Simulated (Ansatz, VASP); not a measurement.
**Two plane-wave programs on PbS**

```
Pb S
1.0
     4.08970    0.00000    0.00000
    -2.04485    3.54178    0.00000
     0.00000    0.00000    3.78817
Pb S
1 1
Direct
  0.00000 0.00000 0.00000
  0.66667 0.33333 0.50000
```

Alike in both runs: task relaxation of cell and atoms; functional revPBE; dispersion D3(BJ); k mesh 8 × 8 × 7; occupations fermi-dirac, width 0.05 eV; no spin polarisation.

|  | VASP | Ansatz |
| --- | --- | --- |
| version | VASP 6.6.1 | Ansatz 0.2.0 |
| potentials or method | VASP PAW PBE potentials, release 64 (Pb_d, S) | Ansatz PAW |
| plane-wave cutoff (eV) | 600 | 420 |
| valence electrons in the cell | 20 | 20 |

```csv
,VASP,Ansatz,Ansatz less VASP
relaxed volume (Å³/atom),25.97,25.96,-0.005
relaxed cell length with the largest relative difference (Å),3.987,3.986,-0.0005
```

VASP's potentials were made for PBE, not for revPBE.

Spin-orbit coupling is off throughout. Noted on Ansatz's run: the plane-wave basis is chosen anew once the cell has moved, so the energies of steps on either side of that aren't comparable.
